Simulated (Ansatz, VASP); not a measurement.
## One calculation of V, two programs

INCAR

```
PREC     = Accurate       # precision mode
ENCUT    = 500            # plane-wave cutoff, eV
EDIFF    = 1E-6           # SCF threshold, eV
ISMEAR   = 0              # smearing method
SIGMA    = 0.1            # smearing width, eV
LREAL    = False          # projectors in reciprocal space
LASPH    = True           # aspherical terms in the spheres
NELM     = 200            # most SCF steps
ALGO     = Normal         # electronic algorithm
ISIF     = 2              # what is computed and relaxed
LWAVE    = False          # write WAVECAR
LCHARG   = False          # write CHGCAR
ISPIN    = 2              # spin polarisation
MAGMOM   = 0.51           # initial moments
LORBIT   = 11             # projections on sites
LMAXMIX  = 4              # l up to which the mixer works
GGA      = PE             # functional
IVDW     = 13             # dispersion correction
NBANDS   = 16             # bands
GGA_COMPAT= False
```

Contents of KPOINTS:

```
regular mesh
0
Gamma
  6 6 6
```

The input POSCAR:

```
V
1.0
   -1.5109799709      1.5109799709      1.5109799709
    1.5109799709     -1.5109799709      1.5109799709
    1.5109799709      1.5109799709     -1.5109799709
V
1
Direct
    0.0000000000      0.0000000000      0.0000000000
```

Input for Ansatz:

```yaml
crystal:
  lattice:
    - [-1.5109799709, 1.5109799709, 1.5109799709]
    - [1.5109799709, -1.5109799709, 1.5109799709]
    - [1.5109799709, 1.5109799709, -1.5109799709]
  atoms:
    - { symbol: V, position: [0.0, 0.0, 0.0], spin: 0.51 }
basis:
  ecutwfc: "19 Ha"
kpoints:
  mp_grid: { grid: [6, 6, 6] }
hamiltonian:
  xc: pbe
  dispersion: d4
scf:
  occupations: { method: gaussian, width: 0.1 }
  lower_state_search: "off"
  n_extra_bands: 5
output:
  forces: false
  stress: true
  eigenvalues: true
  populations: true
magnetization:
  spin_polarized: true
```

Alike in both runs: task single point; functional PBE; dispersion D4; k mesh 6 × 6 × 6; occupations gaussian, width 0.1 eV; collinear spin.

|  | VASP | Ansatz |
| --- | --- | --- |
| version | VASP 6.6.1 | Ansatz 0.2.0 |
| potentials or method | VASP PAW PBE potentials, release 64 (V_sv), cutoff 500 eV | scalar-relativistic, plane waves, PAW |
| valence electrons in the cell | 13 | 13 |

VASP gave:

- gap on the k mesh at the Fermi level (eV): none
- pressure (GPa): -6.5
- net moment per atom (μB): 0.62
- size of the moment on the site where the two differ most (μB): 0.49

Q: Estimate Ansatz's values.

A: gap on the k mesh at the Fermi level (eV): none; pressure (GPa): -6.7; net moment per atom (μB): 0.62; size of the moment on the site where the two differ most (μB): 0.46.

Site moments also hang on the region over which each program counts them. A gap of «none» marks a metal or a gap that the smearing closes.

The k mesh is coarse, so the values compare programs but aren't converged.
